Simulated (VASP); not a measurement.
# GaP in VASP: further runs, part 2 of 2

VASP 6.6.1.

## 4. Single point, r2SCAN (in-plane strain -0.02, then relaxed in part)

Input file POSCAR:

```
GaP
1.0
    2.6707450000      2.6707450000      0.0000000000
   -2.6707450000      2.6707450000      0.0000000000
    0.0000000000      2.6707450000      2.7718596842
Ga P
1 1
Direct
    0.0000000000      0.0000000000      0.0000000000
    0.7500000000      0.2500000000      0.5000000000
```

Input file INCAR.step1:

```
SYSTEM = GaP
PREC = Accurate ; ENCUT = 520
ISMEAR = 0 ; SIGMA = 0.01
LREAL = .FALSE. ; LASPH = .TRUE.
NELM = 60 ; NBANDS = 16
GGA = PE ; ALGO = Normal
EDIFF = 1E-4 ; LWAVE = .TRUE.
LCHARG = .FALSE.
```

Input file INCAR.step2:

```
SYSTEM = GaP
PREC = Accurate ; ENCUT = 520
EDIFF = 1E-6 ; ISMEAR = 0
SIGMA = 0.01 ; LREAL = .FALSE.
LASPH = .TRUE. ; NELM = 60
ALGO = Normal ; ISIF = 2
LWAVE = .FALSE. ; LCHARG = .TRUE.
METAGGA = R2SCAN ; LMIXTAU = .TRUE.
LELF = .TRUE. ; LVHAR = .TRUE.
NBANDS = 16 ; ISTART = 1
```

Input file KPOINTS:

```
Automatic mesh
0
G
  8 8 8
  0 0 0
```

Potentials or basis: VASP PAW PBE potentials, release 64 (Ga_d, P).

Launch:

```console
cat potpaw_PBE.64/Ga_d/POTCAR potpaw_PBE.64/P/POTCAR > POTCAR
cp INCAR.step1 INCAR
mpirun -np 1 vasp_std > vasp.out
cp INCAR.step2 INCAR
mpirun -np 1 vasp_std > vasp.out
```

OUTCAR:

```text
SYSTEM = GaP
   PREC = Accurate
   ENCUT = 520
   EDIFF = 1E-6
   ISMEAR = 0
   LREAL = .FALSE.
   LASPH = .TRUE.
   NELM = 60
   ISIF = 2
   METAGGA = R2SCAN
   ISTART = 1

 ion  position               nearest neighbor table
   1  0.000  0.000  0.000-   2 2.34   2 2.34   2 2.34   2 2.34
   2  0.750  0.250  0.500-   1 2.34   1 2.34   1 2.34   1 2.34

  LATTYP: Found a body centered tetragonal cell.
 ALAT       =     3.7770038006
 C/A-ratio  =     1.4677558353

  Lattice vectors:

 A1 = (   2.6707450000,   0.0000000000,  -2.7718596842)
 A2 = (  -2.6707450000,   0.0000000000,  -2.7718596842)
[... 626 lines left out ...]
      5     -10.1941      2.00000
      6      -7.1855      2.00000
[... 8 lines left out ...]
     15      15.9955      0.00000
     16      16.7276      0.00000

 [... further k-points ...]
[... 5 lines left out ...]
  --------------------------------------------------------------------------------------
  -------------------------------------------------------------------------------------
  Total        0.7870918      0.7870918     -0.0210536      0.0000000      0.0000000      0.0000000
  in kB       31.8911288     31.8911288     -0.8530418      0.0000000      0.0000000      0.0000000
  external PRESSURE =      20.9764053 kB  Pullay stress =       0.0000000 kB

 VOLUME and BASIS-vectors are now :
 -----------------------------------------------------------------------------
  energy-cutoff  :      520.00
  volume of cell :       39.54
      direct lattice vectors                 reciprocal lattice vectors
     2.670745000  2.670745000  0.000000000     0.187213680  0.187213680 -0.180384311
    -2.670745000  2.670745000  0.000000000    -0.187213680  0.187213680 -0.180384311
     0.000000000  2.670745000  2.771859684     0.000000000  0.000000000  0.360768622

 POSITION                                       TOTAL-FORCE (eV/Angst)
 -----------------------------------------------------------------------------------
      0.00000      0.00000      0.00000        -0.000000      0.000000      0.000000
      1.33537      4.00612      1.38593         0.000000     -0.000000      0.000000
 -----------------------------------------------------------------------------------
    total drift:                                0.000297      0.000000     -0.000000

  FREE ENERGIE OF THE ION-ELECTRON SYSTEM (eV)
  ---------------------------------------------------
  free  energy   TOTEN  =       -21.4467767951 eV

  energy  without entropy=      -21.4467767951  energy(sigma->0) =      -21.44677680
```

OSZICAR.step1:

```text
N       E                     dE             d eps       ncg     rms          rms(c)
DAV:   1     0.808633702172E+02    0.80863E+02   -0.89974E+03  1944   0.162E+03
DAV:   2    -0.327223833178E+01   -0.84136E+02   -0.80070E+02  2168   0.308E+02
DAV:   3    -0.926979492533E+01   -0.59976E+01   -0.59767E+01  2336   0.652E+01
DAV:   4    -0.936212327644E+01   -0.92328E-01   -0.92307E-01  2440   0.867E+00
DAV:   5    -0.936380990550E+01   -0.16866E-02   -0.16866E-02  2392   0.101E+00    0.436E+00
DAV:   6    -0.911500673455E+01    0.24880E+00   -0.38047E-01  2936   0.108E+01    0.290E+00
DAV:   7    -0.908588423198E+01    0.29123E-01   -0.10051E-01  2512   0.217E+00    0.114E+00
DAV:   8    -0.908611520696E+01   -0.23097E-03   -0.13525E-02  2264   0.141E+00    0.218E-01
DAV:   9    -0.908650913277E+01   -0.39393E-03   -0.13129E-03  2416   0.487E-01    0.772E-02
DAV:  10    -0.908657246493E+01   -0.63332E-04   -0.86407E-05  2024   0.123E-01
   1 F= -.90865725E+01 E0= -.90865725E+01  d E =-.136120E-90
```

It took 3.2 min on 1 thread of Intel Xeon Platinum 8259CL at 2.50GHz (Skylake/Cascade Lake), shared host; peak memory 0.19 GiB.

Results:

```
Free energy            : -21.4468 eV
Pressure               : 2.1 GPa
Band gap on the k mesh : 1.67 eV, indirect (least direct gap 2.46 eV)
```

Stress tensor (GPa, compression positive):
```
 3.19  0.00  0.00
 0.00  3.19  0.00
 0.00  0.00 -0.09
```

Levels at points of the mesh, in eV from the valence-band top:
| k point | band 6 | band 7 | band 8 | band 9 | band 10 | band 11 | band 12 | band 13 |
| --- | --- | --- | --- | --- | --- | --- | --- | --- |
| (0.00, 0.00, 0.00) | -13.28 | -0.24 | 0.00 | 0.00 | 2.46 | 4.08 | 4.08 | 4.17 |
| (0.50, 0.00, 0.00) | -11.04 | -7.06 | -1.45 | -1.11 | 2.00 | 4.87 | 5.12 | 8.82 |
| (0.50, 0.50, 0.00) | -10.01 | -7.06 | -3.06 | -3.04 | 1.69 | 1.88 | 11.29 | 11.37 |
| (0.00, 0.00, 0.50) | -10.20 | -7.33 | -2.78 | -2.78 | 1.98 | 2.26 | 11.47 | 11.47 |

Caveat: the cell differs from its parent crystal (in-plane strain -0.02, then relaxed in part); the PAW data sets were made with another functional, which shifts forces and pressure a little.

## 5. Single point, r2SCAN (film at in-plane strain -0.02)

POSCAR is that of step 4.

Input file INCAR.step1:

```
PREC = Accurate
ENCUT = 520
ISMEAR = 0
SIGMA = 0.01
LREAL = False
LASPH = True
NELM = 100
NBANDS = 16
GGA = PE
ALGO = Normal
EDIFF = 1E-4
LWAVE = True
LCHARG = False
```

Input file INCAR.step2:

```
PREC = Accurate
ENCUT = 520
EDIFF = 1E-6
ISMEAR = 0
SIGMA = 0.01
LREAL = False
LASPH = True
NELM = 100
ALGO = Normal
ISIF = 2
LWAVE = False
LCHARG = True
METAGGA = R2SCAN
LMIXTAU = True
LELF = True
LVHAR = True
NBANDS = 16
ISTART = 1
```

Input file KPOINTS:

```
regular mesh
0
Gamma
  8 8 8
```

Launch:

```console
cat potpaw_PBE.64/Ga_d/POTCAR potpaw_PBE.64/P/POTCAR > POTCAR
cp INCAR.step1 INCAR
mpirun -np 1 vasp_std > vasp.out
cp INCAR.step2 INCAR
mpirun -np 1 vasp_std > vasp.out
```

Wall time 3.1 min (1 thread of Intel Xeon Platinum 8259CL at 2.50GHz (Skylake/Cascade Lake), shared host); peak memory 0.18 GiB.

The run converged. Its results:

```yaml
Free_energy: -21.4468 eV
Pressure: 2.1 GPa
Band_gap_on_the_k_mesh: 1.67 eV, indirect (least direct gap 2.46 eV)
```

Stress tensor (GPa, compression positive):
```
 3.19  0.00  0.00
 0.00  3.19  0.00
 0.00  0.00 -0.09
```

Levels at points of the mesh, in eV from the valence-band top:
| k point | band 6 | band 7 | band 8 | band 9 | band 10 | band 11 | band 12 | band 13 |
| --- | --- | --- | --- | --- | --- | --- | --- | --- |
| (0.00, 0.00, 0.00) | -13.28 | -0.24 | 0.00 | 0.00 | 2.46 | 4.08 | 4.08 | 4.17 |
| (0.50, 0.00, 0.00) | -11.04 | -7.06 | -1.45 | -1.11 | 2.00 | 4.87 | 5.12 | 8.82 |
| (0.50, 0.50, 0.00) | -10.01 | -7.06 | -3.06 | -3.04 | 1.69 | 1.88 | 11.29 | 11.37 |
| (0.00, 0.00, 0.50) | -10.20 | -7.33 | -2.78 | -2.78 | 1.98 | 2.26 | 11.47 | 11.47 |

Caveat: the cell differs from its parent crystal (film at in-plane strain -0.02); the PAW data sets were made with another functional, which shifts forces and pressure a little. A k mesh can miss the band edges.

## 6. Single point, r2SCAN (in-plane strain -0.01, then relaxed in part)

Input file POSCAR:

```
GaP
1.0
    2.6979975000      2.6979975000      0.0000000000
   -2.6979975000      2.6979975000      0.0000000000
    0.0000000000      2.6979975000      2.7490679976
Ga P
1 1
Direct
    0.0000000000      0.0000000000      0.0000000000
    0.7500000000      0.2500000000      0.5000000000
```

Input file INCAR.step1:

```
PREC = Accurate ; ENCUT = 520
ISMEAR = 0 ; SIGMA = 0.01
LREAL = F ; LASPH = T
NELM = 60 ; NBANDS = 16
GGA = PE ; ALGO = Normal
EDIFF = 1E-4 ; LWAVE = T
LCHARG = F
```

Input file INCAR.step2:

```
PREC = Accurate ; ENCUT = 520
EDIFF = 1E-7 ; ISMEAR = 0
SIGMA = 0.01 ; LREAL = F
LASPH = T ; NELM = 60
ALGO = Normal ; ISIF = 2
LWAVE = F ; LCHARG = F
METAGGA = R2SCAN ; LMIXTAU = T
NBANDS = 16 ; ISTART = 1
```

Input file KPOINTS:

```
Automatic mesh
0
Gamma
  8 8 8
```

Potentials or basis: VASP PAW PBE potentials, release 64 (Ga_d, P).

Launch:

```console
cat potpaw_PBE.64/Ga_d/POTCAR potpaw_PBE.64/P/POTCAR > POTCAR
cp INCAR.step1 INCAR
mpirun -np 1 vasp_std > vasp.out
cp INCAR.step2 INCAR
mpirun -np 1 vasp_std > vasp.out
```

It took 3.3 min on 1 thread of Intel Xeon Platinum 8259CL at 2.50GHz (Skylake/Cascade Lake), shared host; peak memory 0.19 GiB.

It converged, with:

```
Free energy            : -21.4589 eV
Pressure               : 1.0 GPa
Band gap on the k mesh : 1.79 eV, indirect (least direct gap 2.40 eV)
```

Stress tensor (GPa, compression positive):
```
 1.56  0.00  0.00
 0.00  1.56  0.00
 0.00  0.00 -0.04
```

Levels at points of the mesh, in eV from the valence-band top:
```tsv
k point	band 6	band 7	band 8	band 9	band 10	band 11	band 12	band 13
(0.00, 0.00, 0.00)	-13.15	-0.12	0.00	0.00	2.40	4.14	4.14	4.18
(0.50, 0.00, 0.00)	-10.95	-6.95	-1.31	-1.14	2.03	4.95	5.09	8.82
(0.50, 0.50, 0.00)	-9.97	-7.01	-2.93	-2.92	1.81	1.99	11.35	11.39
(0.00, 0.00, 0.50)	-10.06	-7.14	-2.79	-2.79	1.95	2.18	11.41	11.41
```

Caveat: the cell differs from its parent crystal (in-plane strain -0.01, then relaxed in part); the PAW data sets were made with another functional, which shifts forces and pressure a little. A k mesh can miss the band edges.

## 7. Overview

| cell | gap on the mesh (eV) | pressure (GPa) |
| --- | --- | --- |
| a = 3.854 Å, angles 60.0, 60.0, 90.0°, 2 atoms | 1.90 | 0.0 |
| a = 3.777, b = 3.777, c = 3.839 Å, angles 60.5, 60.5, 90.0°, 2 atoms | 1.69 | 2.6 |
| a = 3.777, b = 3.777, c = 3.849 Å, angles 60.6, 60.6, 90.0°, 2 atoms | 1.67 | 2.1 |
| a = 3.816, b = 3.816, c = 3.852 Å, angles 60.3, 60.3, 90.0°, 2 atoms | 1.79 | 1.0 |

Alike in all rows: task single point; level r2SCAN; potentials or basis VASP PAW PBE potentials, release 64 (Ga_d, P); no spin polarisation; k mesh 8 × 8 × 8; cutoff (eV) 520; smearing gaussian 0.01 eV.

Caveats: the PAW data sets were made with another functional, which shifts forces and pressure a little.

Absolute energies hang on the potentials; compare differences alone.
